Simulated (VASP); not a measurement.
# ZrB (Fm-3m) in VASP: further runs, part 2 of 2

VASP 6.6.1. The steps go on from the part before.

## 4. Vibrations by perturbation theory, PBE

This run uses another cell than the first one, of 14.10 Å³/atom, 0.936 times its volume.

File INCAR:

```
PREC     = Accurate       # precision mode
ENCUT    = 520            # plane-wave cutoff, eV
EDIFF    = 1E-8           # SCF threshold, eV
ISMEAR   = -1             # smearing method
SIGMA    = 0.15           # smearing width, eV
LREAL    = False          # projectors in reciprocal space
LASPH    = True           # aspherical terms in the spheres
NELM     = 100            # most SCF steps
ALGO     = Normal         # electronic algorithm
ISIF     = 2              # what is computed and relaxed
LWAVE    = False          # write WAVECAR
LCHARG   = False          # write CHGCAR
GGA      = PE             # functional
IBRION   = 8              # ionic algorithm
NSW      = 1              # ionic steps
```

File KPOINTS:

```
Automatic mesh
0
Gamma
  16 16 16
```

File POSCAR:

```
ZrB
1.0
    0.0000000000      2.4159271936      2.4159271936
    2.4159271936      0.0000000000      2.4159271936
    2.4159271936      2.4159271936      0.0000000000
Zr B
1 1
Direct
    0.0000000000      0.0000000000      0.0000000000
    0.5000000000      0.5000000000      0.5000000000
```

Potentials or basis: VASP PAW PBE potentials, release 64 (Zr_sv, B).

On the command line:

```
cat potpaw_PBE.64/Zr_sv/POTCAR potpaw_PBE.64/B/POTCAR > POTCAR
mpirun -np 1 vasp_std > vasp.out
```

OUTCAR:

```text
PREC = Accurate
   ENCUT = 520
   EDIFF = 1E-8
   ISMEAR = -1
   LREAL = False
   LASPH = True
   NELM = 100
   ISIF = 2
   GGA = PE
   IBRION = 8
   NSW = 1

 ion  position               nearest neighbor table
   1  0.000  0.000  0.000-   2 2.42   2 2.42   2 2.42   2 2.42   2 2.42   2 2.42
   2  0.500  0.500  0.500-   1 2.42   1 2.42   1 2.42   1 2.42   1 2.42   1 2.42

  LATTYP: Found a face centered cubic cell.
 ALAT       =     4.8318543872

  Lattice vectors:

 A1 = (   0.0000000000,   2.4159271936,   2.4159271936)
 A2 = (   2.4159271936,   0.0000000000,   2.4159271936)
 A3 = (   2.4159271936,   2.4159271936,   0.0000000000)

Analysis of symmetry for initial positions (statically):
=====================================================================
 Subroutine PRICEL returns:
 Original cell was already a primitive cell.

 Routine SETGRP: Setting up the symmetry group for a
 face centered cubic supercell.

 Subroutine GETGRP returns: Found 48 space group operations
 (whereof 48 operations were pure point group operations)
 out of a pool of 48 trial point group operations.

The static configuration has the point symmetry O_h .

Analysis of symmetry for dynamics (positions and initial velocities):
=====================================================================
 Subroutine PRICEL returns:
 Original cell was already a primitive cell.

 Routine SETGRP: Setting up the symmetry group for a
 face centered cubic supercell.

 Subroutine GETGRP returns: Found 48 space group operations
 (whereof 48 operations were pure point group operations)
[... 521 lines left out ...]
    total drift:                               -0.000000      0.000000      0.000000

  FREE ENERGIE OF THE ION-ELECTRON SYSTEM (eV)
  ---------------------------------------------------
  free  energy   TOTEN  =       -16.0158935164 eV

  energy  without entropy=      -15.9263814885  energy(sigma->0) =      -15.97113750

[... ionic steps 2 to 3 ...]

--------------------------------------- Ionic step        4  -------------------------------------------

------------------------ aborting loop because EDIFF is reached ----------------------------------------

[... ionic steps 5 to 6 ...]

--------------------------------------- Ionic step        7  -------------------------------------------

 Free energy of the ion-electron system (eV)
  ---------------------------------------------------
  ---------------------------------------------------
  free energy    TOTEN  =        -0.04123238 eV

  energy without entropy =       -0.04123238

------------------------ aborting loop because EDIFF is reached ----------------------------------------

 INTERNAL STRAIN TENSOR  FOR ION    2  DIRECTION 1   (eV/Angst):
 -----------------------------------------------------------------------------
     0.01911  0.00000  0.00000
     0.00000 -0.01233 -0.00000
     0.00000 -0.00000 -0.01233

 INTERNAL STRAIN TENSOR FOR ION    2 for displacements in x,y,z  (eV/Angst):
          X           Y           Z          XY          YZ          ZX
  --------------------------------------------------------------------------------
  x     0.00000     0.00000     0.00000     0.00000     0.00000     0.00000
  y     0.00000     0.00000     0.00000     0.00000     0.00000     0.00000
  z     0.00000     0.00000     0.00000     0.00000     0.00000     0.00000

 SECOND DERIVATIVES (NOT SYMMETRIZED)
 ------------------------------------
               1X          1Y          1Z          2X          2Y          2Z
  1X    -7.535651    0.000000    0.000000    7.535651    0.000000    0.000000
  1Y     0.000000   -7.535651    0.000000    0.000000    7.535651    0.000000
  1Z     0.000000    0.000000   -7.535651    0.000000    0.000000    7.535651
  2X     7.480256    0.000000    0.000000   -7.480256    0.000000    0.000000
  2Y     0.000000    7.480256    0.000000    0.000000   -7.480256    0.000000
  2Z     0.000000    0.000000    7.480256    0.000000    0.000000   -7.480256

 Eigenvectors and eigenvalues of the dynamical matrix
 ----------------------------------------------------

   1 f  =   13.758359 THz    86.446321 2PiTHz  458.929465 cm-1    56.899976 meV
             X         Y         Z           dx          dy          dz
      0.000000  0.000000  0.000000    -0.326582   -0.000000    0.000000
      2.415927  2.415927  2.415927     0.945169   -0.000000   -0.000000
[... 21 lines left out ...]
   6 f/i=    0.015667 THz     0.098440 2PiTHz    0.522600 cm-1     0.064794 meV
             X         Y         Z           dx          dy          dz
      0.000000  0.000000  0.000000    -0.011533   -0.248848   -0.911749
      2.415927  2.415927  2.415927    -0.003985   -0.085984   -0.315034

--------------------------------------------------------------------------------------------------------

 ELASTIC MODULI CONTR FROM IONIC RELAXATION (kBar)
 Direction    XX          YY          ZZ          XY          YZ          ZX
 --------------------------------------------------------------------------------
 XX           0.0000      0.0000      0.0000      0.0000      0.0000      0.0000
 YY           0.0000      0.0000      0.0000      0.0000      0.0000      0.0000
 ZZ           0.0000      0.0000      0.0000      0.0000      0.0000      0.0000
 XY           0.0000      0.0000      0.0000      0.0000      0.0000      0.0000
 YZ           0.0000      0.0000      0.0000      0.0000      0.0000      0.0000
 ZX           0.0000      0.0000      0.0000      0.0000      0.0000      0.0000
 --------------------------------------------------------------------------------
```

OSZICAR:

```text
N       E                     dE             d eps       ncg     rms          rms(c)
DAV:   1     0.987649603801E+02    0.98765E+02   -0.80628E+03  3198   0.130E+03
DAV:   2    -0.131548949165E+02   -0.11192E+03   -0.10796E+03  3558   0.329E+02
DAV:   3    -0.176766291864E+02   -0.45217E+01   -0.43213E+01  4727   0.573E+01
DAV:   4    -0.178685771016E+02   -0.19195E+00   -0.19165E+00  4201   0.111E+01
[... 46 lines left out ...]
RMM:  10    -0.412323634587E-01   -0.65751E-06   -0.10088E-06 18185   0.765E-04    0.136E-05
RMM:  11    -0.412324001842E-01   -0.36726E-07   -0.19796E-07 18810   0.379E-04    0.827E-06
RMM:  12    -0.412324034600E-01   -0.32758E-08   -0.26164E-07 18789   0.201E-04    0.589E-06
RMM:  13    -0.412323777972E-01    0.25663E-07   -0.50231E-08 18357   0.110E-04    0.493E-06
RMM:  14    -0.412323793567E-01   -0.15595E-08   -0.67886E-08 18778   0.630E-05    0.354E-06
 Linear response finished
```

Wall time 7.5 min (1 thread of Intel Xeon 6975P-C, shared host); peak memory 0.38 GiB.

Results:

```yaml
Highest_phonon_frequency_at_Γ_LO-TO_splitting_left_out: 459 cm⁻¹
```

Phonon frequencies in cm⁻¹ (negative: imaginary):
| q point | frequencies |
| --- | --- |
| (0.000, 0.000, 0.000) | -1 -1 -1 459 459 459 |

Caveat: the cell wasn't relaxed at this level first, which shifts response properties.
